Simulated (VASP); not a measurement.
A run of VASP 6.6.1:

INCAR

```
ALGO = Normal
EDIFF = 1E-6
EDIFFG = -0.01
ENCUT = 600
GGA = CA
IBRION = 2
ISIF = 3
ISMEAR = 0
LASPH = T
LCHARG = F
LREAL = F
LWAVE = F
NELM = 60
NSW = 80
PREC = Accurate
PSTRESS = 200.0
SIGMA = 0.05
```

File KPOINTS:

```
k-points
0
Gamma
  5 5 5
```

The input POSCAR:

```
Lu
1.0
    0.0000000000      3.3700000000      3.3700000000
    3.3700000000      0.0000000000      3.3700000000
    3.3700000000      3.3700000000      0.0000000000
Lu
2
Direct
    0.0000000000      0.0000000000      0.0000000000
    0.2500000000      0.2500000000      0.2500000000
```

Potentials or basis: VASP PAW PBE potentials, release 64 (Lu).

Launch:

```bash
$ cat potpaw_PBE.64/Lu/POTCAR > POTCAR
$ mpirun -np 1 vasp_std > vasp.out
```

Hardware: 1 thread of Intel Xeon 8259CL, on a shared host.

Problem. Estimate the wall time of this run.

Solution. Run time: 4.6 min on 1 thread of Intel Xeon 8259CL, on a shared host, peak memory 0.21 GiB. Counts: scf iterations 115, k points 10, ion steps 8.
